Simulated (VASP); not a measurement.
Here is a VASP 6.6.1 calculation.

Contents of INCAR:

```
SYSTEM = Al2O3
PREC = Accurate
ENCUT = 520
EDIFF = 1E-6
ISMEAR = 0
SIGMA = 0.05
LREAL = .False.
LASPH = .True.
NELM = 80
ALGO = Normal
ISIF = 2
LWAVE = .False.
LCHARG = .True.
GGA = PE
IVDW = 12
LELF = .True.
LVHAR = .True.
NBANDS = 20
```

Contents of KPOINTS:

```
Automatic mesh
0
Gamma
  9 9 4
  0 0 0
```

The input POSCAR:

```
Al2O3
1.0
    2.7812000000      0.0000000000      0.0000000000
   -1.3906000000      2.4085898530      0.0000000000
    0.0000000000      0.0000000000      7.7340000000
Al O
2 3
Direct
    0.0000000000      0.0000000000      0.1907358529
    0.0000000000      0.0000000000      0.8092641471
    0.3333333333      0.6666666667      0.2840924954
    0.6666666667      0.3333333333      0.0000000000
    0.3333333333      0.6666666667      0.7159075046
```

Potentials or basis: VASP PAW PBE potentials, release 64 (Al, O).

Run with:

```sh
$ cat potpaw_PBE.64/Al/POTCAR potpaw_PBE.64/O/POTCAR > POTCAR
$ mpirun -np 1 vasp_std > vasp.out
```

What does it give for the largest force?

1.250 eV/Å.

What does it give for the pressure?

6.5 GPa.

Forces on the atoms (eV/Å):
```
Al   0.000  0.000 -1.250
Al   0.000  0.000  1.250
O    0.000  0.000 -0.081
O    0.000  0.000  0.000
O    0.000  0.000  0.081
```

Caveat: forces of over 1 eV/Å act on the atoms, so gaps and moduli don't describe the material at rest.
